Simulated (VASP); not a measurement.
Wanted: the native input for a VASP 6.6.1 run.

```
Task                   : single point
Functional             : PBEsol
Potentials or basis    : VASP PAW PBE potentials, release 64 (Ni)
Cutoff                 : 520 eV
k mesh                 : 11 × 11 × 11
Occupations            : fermi-dirac, width 0.05 eV
Spin                   : collinear spin, ferromagnetic start
Starting moments       : [1.5] μB
Fixed moment           : 1.5 μB
Dipole correction      : no
Further INCAR settings : ALGO = Normal; EDIFF = 1e-07; NBANDS = 15
```

The structure of Ni lies in POSCAR:

```
Ni
1.0
   -1.3837154700      1.3837154700      1.3837154700
    1.3837154700     -1.3837154700      1.3837154700
    1.3837154700      1.3837154700     -1.3837154700
Ni
1
Direct
    0.0000000000      0.0000000000      0.0000000000
```

The input as run:

INCAR

```
SYSTEM = Ni
PREC = Accurate
ENCUT = 520
EDIFF = 1E-7
ISMEAR = -1
SIGMA = 0.05
LREAL = .FALSE.
LASPH = .TRUE.
NELM = 150
ALGO = Normal
ISIF = 2
LWAVE = .FALSE.
LCHARG = .TRUE.
ISPIN = 2
MAGMOM = 1.5
LORBIT = 11
NUPDOWN = 1.5
LMAXMIX = 4
GGA = PS
LELF = .TRUE.
LVHAR = .TRUE.
NBANDS = 15
```

KPOINTS

```
regular mesh
0
G
  11 11 11
  0 0 0
```

Potentials or basis: VASP PAW PBE potentials, release 64 (Ni).

Launch:

```sh
$ cat potpaw_PBE.64/Ni/POTCAR > POTCAR
$ mpirun -np 1 vasp_std > vasp.out
```

Results of the run:

- Pressure: 11.4 GPa
- Net moment: 1.50 μB per cell
- Site moments: Ni +1.44 μB
- Valence electrons inside the program's atomic spheres: Ni 9.33

Caveat: the PAW data sets were made with another functional, which shifts forces and pressure a little; the total moment is fixed, so each spin has its own Fermi level.

It used 16 s of CPU time on 1 thread of Intel Xeon 6975P-C (shared host).
